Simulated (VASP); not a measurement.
# Pb (Fm-3m) in VASP: notebook, part 2 of 2

VASP 6.6.1.

**4. Single point, SVWN5**

INCAR reads:

```
PREC     = Accurate       # precision mode
ENCUT    = 520            # plane-wave cutoff, eV
EDIFF    = 1E-6           # SCF threshold, eV
ISMEAR   = -1             # smearing method
SIGMA    = 0.05           # smearing width, eV
LREAL    = False          # projectors in reciprocal space
LASPH    = True           # aspherical terms in the spheres
NELM     = 100            # most SCF steps
ALGO     = Fast           # electronic algorithm
ISIF     = 2              # what is computed and relaxed
LWAVE    = False          # write WAVECAR
LCHARG   = False          # write CHGCAR
GGA      = VW             # functional
NBANDS   = 13             # bands
```

KPOINTS reads:

```
regular mesh
0
Gamma
  9 9 9
```

POSCAR reads:

```
Pb
1.0
    0.0000000000      2.5235621278      2.5235621278
    2.5235621278      0.0000000000      2.5235621278
    2.5235621278      2.5235621278      0.0000000000
Pb
1
Direct
    0.0000000000      0.0000000000      0.0000000000
```

Potentials or basis: VASP PAW PBE potentials, release 64 (Pb_d).

The run is started by

```
$ cat potpaw_PBE.64/Pb_d/POTCAR > POTCAR
$ mpirun -np 1 vasp_std > vasp.out
```

OUTCAR:

```text
PREC = Accurate
   ENCUT = 520
   EDIFF = 1E-6
   ISMEAR = -1
   LREAL = False
   LASPH = True
   NELM = 100
   ISIF = 2
   GGA = VW

 ion  position               nearest neighbor table
   1  0.000  0.000  0.000-

  LATTYP: Found a face centered cubic cell.
 ALAT       =     5.0471242556

  Lattice vectors:

 A1 = (   0.0000000000,   2.5235621278,   2.5235621278)
 A2 = (   2.5235621278,   0.0000000000,   2.5235621278)
 A3 = (   2.5235621278,   2.5235621278,   0.0000000000)

Analysis of symmetry for initial positions (statically):
=====================================================================
 Subroutine PRICEL returns:
 Original cell was already a primitive cell.

 Routine SETGRP: Setting up the symmetry group for a
 face centered cubic supercell.

 Subroutine GETGRP returns: Found 48 space group operations
 (whereof 48 operations were pure point group operations)
 out of a pool of 48 trial point group operations.

The static configuration has the point symmetry O_h .

[... 166 lines left out ...]
  band No.  band energies     occupation
      1     -10.6381      2.00000
      2     -10.6381      2.00000
      3     -10.6381      2.00000
      4     -10.5183      2.00000
      5     -10.5183      2.00000
      6      -5.1515      2.00000
      7      13.1447      0.00000
      8      13.1447      0.00000
      9      13.1447      0.00000
     10      16.1124      0.00000
     11      16.9365      0.00000
     12      18.3942      0.00000
     13      18.3942      0.00000
[... 354 lines left out ...]
  band No.  band energies     occupation
      1     -10.7705      2.00000
      2     -10.6891      2.00000
      3     -10.4155      2.00000
      4     -10.3823      2.00000
      5     -10.3823      2.00000
      6      -0.9902      2.00000
      7       3.6902      2.00000
      8       8.3102      0.00000
      9       8.3102      0.00000
     10      11.6834      0.00000
     11      12.8944      0.00000
     12      24.2538      0.00000
     13      25.6600      0.00000

 [... further k-points ...]

------------------------ aborting loop because EDIFF is reached ----------------------------------------

  FORCE on cell =-STRESS in cart. coord.  units (eV):
  Direction    XX          YY          ZZ          XY          YZ          ZX
  --------------------------------------------------------------------------------------
  -------------------------------------------------------------------------------------
  Total       -0.8724387     -0.8724387     -0.8724387      0.0000000     -0.0000000      0.0000000
  in kB      -43.4884085    -43.4884085    -43.4884085      0.0000000     -0.0000000      0.0000000
  external PRESSURE =     -43.4884085 kB  Pullay stress =       0.0000000 kB

 VOLUME and BASIS-vectors are now :
 -----------------------------------------------------------------------------
  energy-cutoff  :      520.00
  volume of cell :       32.14
      direct lattice vectors                 reciprocal lattice vectors
     0.000000000  2.523562128  2.523562128    -0.198132629  0.198132629  0.198132629
     2.523562128  0.000000000  2.523562128     0.198132629 -0.198132629  0.198132629
     2.523562128  2.523562128  0.000000000     0.198132629  0.198132629 -0.198132629

 POSITION                                       TOTAL-FORCE (eV/Angst)
 -----------------------------------------------------------------------------------
      0.00000      0.00000      0.00000        -0.000000      0.000000      0.000000
 -----------------------------------------------------------------------------------
    total drift:                               -0.000000     -0.000000     -0.000000

  FREE ENERGIE OF THE ION-ELECTRON SYSTEM (eV)
  ---------------------------------------------------
  free  energy   TOTEN  =        -4.2119751036 eV

  energy  without entropy=       -4.2087851982  energy(sigma->0) =       -4.21038015
```

stdout:

```text
POSCAR found type information on POSCAR Pb
 POSCAR found :  1 types and       1 ions
 scaLAPACK will be used
 -----------------------------------------------------------------------------
|                                                                             |
|                                                                             |
|     You enforced a specific xc type in the INCAR file but a different       |
|     I HOPE YOU KNOW WHAT YOU ARE DOING!                                     |
|                                                                             |
 -----------------------------------------------------------------------------

 LDA part: xc-table for (Slater(with rela. corr.)+VWN5), standard interpolation
 POSCAR, INCAR and KPOINTS ok, starting setup
 FFT: planning ... GRIDC
 FFT: planning ... GRID_SOFT
 FFT: planning ... GRID
 WAVECAR not read
 entering main loop
```

Wall time 6.5 s (1 thread of Intel Xeon 6975P-C (Granite Rapids), shared host); peak memory 0.14 GiB.

What came out:

```yaml
Free_energy: -4.2120 eV
Pressure: -4.3 GPa
Band_gap_on_the_k_mesh: zero (band 7 reaches 13.14 eV, above the bottom of band 8 at 4.85 eV)
```

Levels at points of the mesh, in eV from the Fermi level:
```
           k point  band 3  band 4  band 5  band 6  band 7  band 8  band 9  band 10  band 11  band 12
(0.00, 0.00, 0.00)  -16.78  -16.66  -16.66  -11.29    7.01    7.01    7.01     9.98    10.80    12.26
```

Caveat: the PAW data sets were made with another functional, which shifts forces and pressure a little; spin-orbit coupling is left out, which moves the levels of the heavy elements.

**5. Single point, r2SCAN+rVV10**

This run uses another cell than the first one, of 28.50 Å³/atom, 0.887 times its volume.

POSCAR reads:

```
Pb
1.0
    0.0000000000      2.4244952108      2.4244952108
    2.4244952108      0.0000000000      2.4244952108
    2.4244952108      2.4244952108      0.0000000000
Pb
1
Direct
    0.0000000000      0.0000000000      0.0000000000
```

INCAR.step1 reads:

```
ALGO = Normal ; EDIFF = 1E-4
ENCUT = 520 ; GGA = PE
ISMEAR = -1 ; LASPH = T
LCHARG = F ; LREAL = F
LWAVE = T ; NBANDS = 13
NELM = 80 ; PREC = Accurate
SIGMA = 0.05
```

INCAR.step2 reads:

```
ALGO = Normal ; BPARAM = 11.95
CPARAM = 0.0093 ; EDIFF = 1E-6
ENCUT = 520 ; ISIF = 2
ISMEAR = -1 ; ISTART = 1
IVDW_NL = 2 ; LASPH = T
LCHARG = T ; LELF = T
LMIXTAU = T ; LREAL = F
LUSE_VDW = T ; LVHAR = T
LWAVE = F ; METAGGA = R2SCAN
NBANDS = 13 ; NELM = 80
PREC = Accurate ; SIGMA = 0.05
```

KPOINTS reads:

```
k-points
0
Gamma
  9 9 9
```

Potentials or basis: VASP PAW PBE potentials, release 64 (Pb_d).

The run is started by

```
$ cat potpaw_PBE.64/Pb_d/POTCAR > POTCAR
$ cp INCAR.step1 INCAR
$ mpirun -np 1 vasp_std > vasp.out
$ cp INCAR.step2 INCAR
$ mpirun -np 1 vasp_std > vasp.out
```

OUTCAR:

```text
BPARAM = 11.95
   EDIFF = 1E-6
   ENCUT = 520
   ISIF = 2
   ISMEAR = -1
   ISTART = 1
   IVDW_NL = 2
   LASPH = T
   LREAL = F
   METAGGA = R2SCAN
   NELM = 80
   PREC = Accurate

 ion  position               nearest neighbor table
   1  0.000  0.000  0.000-

  LATTYP: Found a face centered cubic cell.
 ALAT       =     4.8489904216

  Lattice vectors:

 A1 = (   0.0000000000,   2.4244952108,   2.4244952108)
 A2 = (   2.4244952108,   0.0000000000,   2.4244952108)
 A3 = (   2.4244952108,   2.4244952108,   0.0000000000)

Analysis of symmetry for initial positions (statically):
[... 5 lines left out ...]
 face centered cubic supercell.

 Subroutine GETGRP returns: Found 48 space group operations
 (whereof 48 operations were pure point group operations)
 out of a pool of 48 trial point group operations.

The static configuration has the point symmetry O_h .

Analysis of symmetry for dynamics (positions and initial velocities):
[... 5 lines left out ...]
 face centered cubic supercell.

 Subroutine GETGRP returns: Found 48 space group operations
 (whereof 48 operations were pure point group operations)
 out of a pool of 48 trial point group operations.

The dynamic configuration has the point symmetry O_h .

 Subroutine INISYM returns: Found 48 space group operations
 (whereof 48 operations are pure point group operations),
 and found     1 'primitive' translations

----------------------------------------------------------------------------------------

                                     Primitive cell

  volume of cell :      28.5032

  direct lattice vectors                    reciprocal lattice vectors
     0.000000000  2.424495211  2.424495211    -0.206228496  0.206228496  0.206228496
     2.424495211  0.000000000  2.424495211     0.206228496 -0.206228496  0.206228496
     2.424495211  2.424495211  0.000000000     0.206228496  0.206228496 -0.206228496

  length of vectors
     3.428754009  3.428754009  3.428754009     0.357198232  0.357198232  0.357198232

  position of ions in fractional coordinates (direct lattice)
     0.000000000  0.000000000  0.000000000

  ion indices of the primitive-cell ions
   primitive index   ion index
                 1           1

----------------------------------------------------------------------------------------

 KPOINTS: k-points

Automatic generation of k-mesh.
 Grid dimensions read from file:
 generate k-points for:    9    9    9

 Generating k-lattice:

  Cartesian coordinates                     Fractional coordinates (reciprocal lattice)
    -0.022914277  0.022914277  0.022914277     0.111111111  0.000000000  0.000000000
     0.022914277 -0.022914277  0.022914277     0.000000000  0.111111111  0.000000000
     0.022914277  0.022914277 -0.022914277     0.000000000  0.000000000  0.111111111

  Length of vectors
     0.039688692  0.039688692  0.039688692

  Shift w.r.t. Gamma in fractional coordinates (k-lattice)
     0.000000000  0.000000000  0.000000000

 Subroutine IBZKPT returns following result:
 ===========================================

 Found     35 irreducible k-points:

 Following reciprocal coordinates:
            Coordinates               Weight
  0.000000  0.000000  0.000000      1.000000
  0.111111  0.000000  0.000000      8.000000
  0.222222  0.000000  0.000000      8.000000
  0.333333  0.000000  0.000000      8.000000
  0.444444  0.000000  0.000000      8.000000
  0.111111  0.111111  0.000000      6.000000
[... 16 lines left out ...]
 -0.333333  0.333333  0.000000     12.000000
  0.444444  0.444444  0.000000      6.000000
 [... further k-points ...]
   k-points           NKPTS =     35   k-points in BZ     NKDIM =     35   number of bands    NBANDS=     13
   number of dos      NEDOS =    301   number of ions     NIONS =      1
   total plane-waves  NPLWV =  21952
   dimension x,y,z NGX =    28 NGY =   28 NGZ =   28
   dimension x,y,z NGXF=    56 NGYF=   56 NGZF=   56
   ions per type =               1
   NGX,Y,Z   is equivalent  to a cutoff of  13.58, 13.58, 13.58 a.u.
   NGXF,Y,Z  is equivalent  to a cutoff of  27.15, 27.15, 27.15 a.u.
 SYSTEM =  unknown system
   PREC   = accura    normal or accurate (medium, high low for compatibility)
   ISTART =      1    job   : 0-new  1-cont  2-samecut
   ICHARG =      0    charge: 1-file 2-atom 10-const
   ISPIN  =      1    spin polarized calculation?
   LNONCOLLINEAR =      F non collinear calculations
   LSORBIT =      F    spin-orbit coupling
   LASPH  =      T    aspherical Exc in radial PAW
   ENCUT  =  520.0 eV  38.22 Ry    6.18 a.u.   6.38  6.38  6.38*2*pi/ulx,y,z
   NELM   =     80;   NELMIN=  2; NELMDL=  0     # of ELM steps
   EDIFF  = 0.1E-05   stopping-criterion for ELM
   LREAL  =      F    real-space projection
   EDIFFG = 0.1E-04   stopping-criterion for IOM
   NSW    =      0    number of steps for IOM
   IBRION =     -1    ionic relax: 0-MD 1-quasi-New 2-CG
   NFREE  =      0    steps in history (QN), initial steepest desc. (CG)
   ISIF   =      2    stress and relaxation
   ISYM   =      2    0-nonsym 1-usesym 2-fastsym
   POTIM  = 0.5000    time-step for ionic-motion
   TEBEG  =    0.0;   TEEND  =   0.0 temperature during run
   PSTRESS=    0.0 pullay stress
   NELECT =      14.0000    total number of electrons
   NUPDOWN=      -1.0000    fix difference up-down
   EMIN   =  10.00;   EMAX   =-10.00  energy-range for DOS
   EFERMI =   0.00;   METHOD = LEGACY
   ISMEAR =    -1;   SIGMA  =   0.05  broadening in eV -4-tet -1-fermi 0-gaus
   EFERMI_NEDOS =   21; number of points for ismear=-14 and -15
   IALGO  =     38    algorithm
   IMIX   =      4    mixing-type and parameters
     AMIX     =   0.40;   BMIX     =  1.00
     AMIX_MAG =   1.60;   BMIX_MAG =  1.00
  volume/ion in A,a.u.               =      28.50       192.35
  Fermi-wavevector in a.u.,A,eV,Ry     =   1.291674  2.440910 22.700248  1.668421
  Thomas-Fermi vector in A             =   2.423429
   LORBIT       =      0    0 simple, 1 ext, 2 COOP (PROOUT), +10 PAW based schemes
   METAGGA = R2SCAN    functional components
   LHFCALC =     F    Hartree Fock is set to
   AEXX    =    0.0000 exact exchange contribution
   IVDW_NL    =     2    kernel type
   BPARAM     =11.9500
   IVDW    =     0    specifies the selected vdW correction
   LEPSILON=     F    determine dielectric tensor
   LRPA    =     F    only Hartree local field effects (RPA)
 non-spin polarized calculation
  energy-cutoff  :      520.00
  volume of cell :       28.50
 maximum number of plane-waves:       779
 NGX is ok and might be reduce to    28
   NGX = 13   NGY = 13   NGZ = 13

 number of electron      14.0000001 magnetization

 Free energy of the ion-electron system (eV)
  ---------------------------------------------------
  ext. energy  EPLUGINS =         0.00000000
  ---------------------------------------------------
  free energy    TOTEN  =       -55.91146094 eV

  energy without entropy =      -55.90762601  energy(sigma->0) =      -55.90954347

 E-fermi :   7.7183     XC(G=0): -11.2996

 val. band max:        7.7039188935   @ k =  -0.2222   0.3333   0.1111
 cond. band min:       8.0667015767   @ k =   0.3333   0.3333   0.0000
 fundamental gap:      0.3627826832
 Fermi energy:         7.7182536717

 k-point     1 :       0.0000    0.0000    0.0000
  band No.  band energies     occupation
      1      -9.8324      2.00000
      2      -9.8324      2.00000
      3      -9.8324      2.00000
      4      -9.6526      2.00000
      5      -9.6526      2.00000
      6      -4.8345      2.00000
      7      16.1874      0.00000
      8      16.1874      0.00000
      9      16.1874      0.00000
     10      18.3570      0.00000
     11      21.0464      0.00000
     12      21.4938      0.00000
     13      21.4938      0.00000

 k-point     2 :       0.1111    0.0000    0.0000
  band No.  band energies     occupation
      1      -9.8344      2.00000
      2      -9.8114      2.00000
      3      -9.8114      2.00000
      4      -9.6530      2.00000
      5      -9.6530      2.00000
      6      -4.5677      2.00000
      7      13.6107      0.00000
      8      15.8681      0.00000
      9      15.8681      0.00000
     10      18.0326      0.00000
     11      21.7667      0.00000
[... 339 lines left out ...]
 k-point    24 :       0.4444    0.4444    0.0000
  band No.  band energies     occupation
      1     -10.0414      2.00000
      2      -9.9267      2.00000
      3      -9.4999      2.00000
      4      -9.4497      2.00000
      5      -9.4497      2.00000
      6       0.4787      2.00000
      7       4.9022      2.00000
      8      10.2252      0.00000
      9      10.2252      0.00000
     10      14.1109      0.00000
     11      15.1824      0.00000
     12      27.5854      0.00000
     13      29.7546      0.00000

 [... further k-points ...]
[... 5 lines left out ...]
  --------------------------------------------------------------------------------------
  -------------------------------------------------------------------------------------
  Total        0.6784487      0.6784487      0.6784487      0.0000000      0.0000000      0.0000000
  in kB       38.1358670     38.1358670     38.1358670      0.0000000      0.0000000      0.0000000
  external PRESSURE =      38.1358670 kB  Pullay stress =       0.0000000 kB

 VOLUME and BASIS-vectors are now :
 -----------------------------------------------------------------------------
  energy-cutoff  :      520.00
  volume of cell :       28.50
      direct lattice vectors                 reciprocal lattice vectors
     0.000000000  2.424495211  2.424495211    -0.206228496  0.206228496  0.206228496
     2.424495211  0.000000000  2.424495211     0.206228496 -0.206228496  0.206228496
     2.424495211  2.424495211  0.000000000     0.206228496  0.206228496 -0.206228496

 POSITION                                       TOTAL-FORCE (eV/Angst)
 -----------------------------------------------------------------------------------
      0.00000      0.00000      0.00000         0.000000     -0.000000      0.000000
 -----------------------------------------------------------------------------------
    total drift:                               -0.000000     -0.000000     -0.000000

  FREE ENERGIE OF THE ION-ELECTRON SYSTEM (eV)
  ---------------------------------------------------
  free  energy   TOTEN  =       -55.9114609399 eV

  energy  without entropy=      -55.9076260061  energy(sigma->0) =      -55.90954347
```

OUTCAR.step1:

```text
EDIFF = 1E-4
   ENCUT = 520
   GGA = PE
   ISMEAR = -1
   LASPH = T
   LREAL = F
[... 598 lines left out ...]

 POSITION                                       TOTAL-FORCE (eV/Angst)
 -----------------------------------------------------------------------------------
      0.00000      0.00000      0.00000         0.000000     -0.000000      0.000000
 -----------------------------------------------------------------------------------
    total drift:                               -0.000000     -0.000000     -0.000000

  FREE ENERGIE OF THE ION-ELECTRON SYSTEM (eV)
  ---------------------------------------------------
  free  energy   TOTEN  =        -3.5245186855 eV

  energy  without entropy=       -3.5212034501  energy(sigma->0) =       -3.52286107
```

OSZICAR.step1:

```text
N       E                     dE             d eps       ncg     rms          rms(c)
DAV:   1     0.108332658077E+03    0.10833E+03   -0.71313E+03   923   0.129E+03
DAV:   2     0.153376461928E+01   -0.10680E+03   -0.10346E+03   955   0.320E+02
DAV:   3    -0.342126994778E+01   -0.49550E+01   -0.49379E+01  1138   0.739E+01
DAV:   4    -0.353367888411E+01   -0.11241E+00   -0.11239E+00  1103   0.117E+01
DAV:   5    -0.353863072923E+01   -0.49518E-02   -0.49516E-02  1261   0.233E+00    0.591E-01
DAV:   6    -0.352762696838E+01    0.11004E-01   -0.13967E-02  1168   0.213E+00    0.287E-01
DAV:   7    -0.352465869236E+01    0.29683E-02   -0.61013E-03  1195   0.133E+00    0.869E-02
DAV:   8    -0.352452325541E+01    0.13544E-03   -0.44724E-04  1145   0.334E-01    0.990E-03
DAV:   9    -0.352451868546E+01    0.45700E-05   -0.84010E-06   675   0.550E-02
   1 F= -.35245187E+01 E0= -.35228611E+01  d E =-.331524E-02
```

Wall time 42 s (1 thread of Intel Xeon 6975P-C (Granite Rapids), shared host); peak memory 0.26 GiB.

What came out:

```yaml
Free_energy: -55.9115 eV
Pressure: 3.8 GPa
Band_gap_on_the_k_mesh: zero (band 7 reaches 16.19 eV, above the bottom of band 8 at 6.13 eV)
```

Levels at points of the mesh, in eV from the Fermi level:
```csv
k point,band 4,band 5,band 6,band 7,band 8,band 9,band 10,band 11
"(0.00, 0.00, 0.00)",-17.37,-17.37,-12.55,8.47,8.47,8.47,10.64,13.33
```

Caveat: the PAW data sets were made with another functional, which shifts forces and pressure a little; spin-orbit coupling is left out, which moves the levels of the heavy elements.

**6. Overview**

```tsv
level	cell	gap on the mesh (eV)	pressure (GPa)
revPBE+D3(BJ)	a = 3.569 Å, angles 60.0°, 1 atom	none	-2.8
BLYP+D4	a = 3.569 Å, angles 60.0°, 1 atom	none	-0.6
SVWN5	a = 3.569 Å, angles 60.0°, 1 atom	none	-4.3
r2SCAN+rVV10	a = 3.429 Å, angles 60.0°, 1 atom	none	3.8
```

Alike in all rows: task single point; potentials or basis VASP PAW PBE potentials, release 64 (Pb_d); no spin polarisation; k mesh 9 × 9 × 9; cutoff (eV) 520; smearing fermi-dirac 0.05 eV.

Every run on the cell as given and a fine mesh finds a metal. The pressure there spans -4.3 GPa (SVWN5) to -0.6 GPa (BLYP+D4); a positive pressure means that this level wants a larger cell, a negative one a smaller.

Caveats: the PAW data sets were made with another functional, which shifts forces and pressure a little; spin-orbit coupling is left out, which moves the levels of the heavy elements; pairwise dispersion overbinds metals, which lowers pressure and volume (some runs).

Total energies depend on the potentials used, so only differences within one code and one set of settings carry meaning.
